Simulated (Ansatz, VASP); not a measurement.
**Two plane-wave programs on Al2BAs3**

```
Al B As
1.0
    -3.70169    3.83960    0.03238
     3.73353    3.87145   -0.05441
     1.94649   -1.89553   -8.20296
Al B As
4 2 6
Direct
  0.15023 0.49075 0.32926
  0.66468 0.00887 0.31908
  0.85449 0.51311 0.68120
  0.34006 0.99560 0.68402
  0.00790 0.99885 0.00259
  0.50214 0.48786 0.99732
  0.31335 0.25473 0.13299
  0.82638 0.75485 0.13255
  0.98849 0.25352 0.49564
  0.50119 0.74177 0.50279
  0.67494 0.24613 0.86178
  0.17615 0.75396 0.86078
```

Change from the starting cell: cell x2, atoms moved at random (sigma 0.05 Å) and cell strained at random (1.5 %), then relaxed without symmetry.

Alike in both runs: task relaxation of cell and atoms; functional PBE; k mesh 4 × 4 × 4; occupations gaussian, width 0.1 eV; no spin polarisation.

|  | VASP | Ansatz |
| --- | --- | --- |
| version | VASP 6.6.1 | Ansatz 0.2.0 |
| potentials or method | VASP PAW PBE potentials, release 64 (Al, B, As), cutoff 600 eV | scalar-relativistic, plane waves, PAW |
| valence electrons in the cell | 48 | 108 |

Ansatz gave:

```
gap on the k mesh at the Fermi level, each at its own relaxed structure (eV)  : 0.84
relaxed volume (Å³/atom)                                                      : 20.13
relaxed length of the cell vector where the two differ most in proportion (Å) : 5.372
```

Question: Which values does VASP return?

Answer: gap on the k mesh at the Fermi level, each at its own relaxed structure (eV): 0.83; relaxed volume (Å³/atom): 20.18; relaxed length of the cell vector where the two differ most in proportion (Å): 5.377.

VASP's potentials hold 48 valence electrons a cell and Ansatz's 108, so a difference there can come from the potentials and not from the codes.
